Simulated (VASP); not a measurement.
Crystal: MgO.

```
Mg O
1.0
     0.00000    2.28201    2.28201
     2.28201    0.00000    2.28201
     2.28201    2.28201    0.00000
Mg O
1 1
Direct
  0.00000 0.00000 0.00000
  0.25000 0.25000 0.25000
```

Base run:

```yaml
Program: VASP 6.6.1
Functional: r2SCAN
Potentials_or_basis: VASP PAW PBE potentials, release 64 (Mg, O)
Cutoff: 660 eV
k_mesh: 10 × 10 × 10
Occupations: gaussian, width 0.01 eV
Spin: no spin polarisation
```

Its results: band gap on the k mesh 4.33 eV, direct; pressure -0.7 GPa.

Q: The run is repeated on the same cell with these changes: functional from r2SCAN to PBE; cutoff from 660 eV to 600 eV; occupations from gaussian, width 0.01 eV to fermi-dirac, width 0.02 eV. What comes out?

A: Band gap on the k mesh 3.64 eV, direct; pressure 3.3 GPa.

Caveats: the PAW data sets were made with another functional, which shifts forces and pressure a little (some runs).

